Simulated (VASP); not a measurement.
Wanted: the native input for a VASP 6.6.1 run.

| Property | Result |
| --- | --- |
| Task | single point |
| Functional | r2SCAN |
| Potentials or basis | VASP PAW PBE potentials, release 64 (Rb_sv, Mg, Sb, O) |
| Cutoff | 520 eV |
| k mesh | 6 × 6 × 6 |
| Occupations | gaussian, width 0.05 eV |
| Spin | no spin polarisation |
| Dipole correction | no |
| Further INCAR settings | ALGO = Normal; EDIFF = 1e-07; NBANDS = 26 |

Crystal: RbMgSbO3.

```
Rb Mg Sb O
1.0
     3.02963    1.74916    4.01866
    -3.02963    1.74916    4.01866
     0.00000   -3.49831    4.01866
Rb Mg Sb O
1 1 1 3
Direct
  0.87798 0.87798 0.87798
  0.33197 0.33197 0.33197
  0.57549 0.57549 0.57549
  0.49459 0.49459 0.96587
  0.96587 0.49459 0.49459
  0.49459 0.96587 0.49459
```

This cell differs from its parent crystal: strain -0.0200 x Voigt [1, 1, 0, 0, 0, 0].

These files were run (other wordings do the same):

POSCAR

```
RbMgSbO3
1.0
    3.0296265965      1.7491557310      4.0186607574
   -3.0296265965      1.7491557310      4.0186607574
    0.0000000000     -3.4983114620      4.0186607574
Rb Mg Sb O
1 1 1 3
Direct
    0.8779837598      0.8779837598      0.8779837598
    0.3319735932      0.3319735932      0.3319735932
    0.5754906610      0.5754906610      0.5754906610
    0.4945870290      0.4945870290      0.9658740480
    0.9658740480      0.4945870290      0.4945870290
    0.4945870290      0.9658740480      0.4945870290
```

INCAR.step1

```
PREC = Accurate ; ENCUT = 520
ISMEAR = 0 ; SIGMA = 0.05
LREAL = F ; LASPH = T
NELM = 60 ; NBANDS = 26
GGA = PE ; ALGO = Normal
EDIFF = 1E-4 ; LWAVE = T
LCHARG = F
```

INCAR.step2

```
PREC = Accurate ; ENCUT = 520
EDIFF = 1E-7 ; ISMEAR = 0
SIGMA = 0.05 ; LREAL = F
LASPH = T ; NELM = 60
ALGO = Normal ; ISIF = 2
LWAVE = F ; LCHARG = T
METAGGA = R2SCAN ; LMIXTAU = T
LELF = T ; LVHAR = T
NBANDS = 26 ; ISTART = 1
```

KPOINTS

```
regular mesh
0
Gamma
  6 6 6
```

Potentials or basis: VASP PAW PBE potentials, release 64 (Rb_sv, Mg, Sb, O).

Command:

```sh
$ cat potpaw_PBE.64/Rb_sv/POTCAR potpaw_PBE.64/Mg/POTCAR potpaw_PBE.64/Sb/POTCAR potpaw_PBE.64/O/POTCAR > POTCAR
$ cp INCAR.step1 INCAR
$ mpirun -np 1 vasp_std > vasp.out
$ cp INCAR.step2 INCAR
$ mpirun -np 1 vasp_std > vasp.out
```

It gave:

```json
{"Pressure": "4.0 GPa", "Largest force": "1.223 eV/Å", "Band gap on the k mesh": "3.62 eV, direct"}
```

Caveat: the cell differs from its parent crystal (strain -0.0200 x Voigt [1, 1, 0, 0, 0, 0]); the PAW data sets were made with another functional, which shifts forces and pressure a little; spin-orbit coupling is left out, which moves the levels of the heavy elements.

Run time: 5.5 min on 1 thread of Intel Xeon 6975P-C (shared host), peak memory 0.33 GiB.
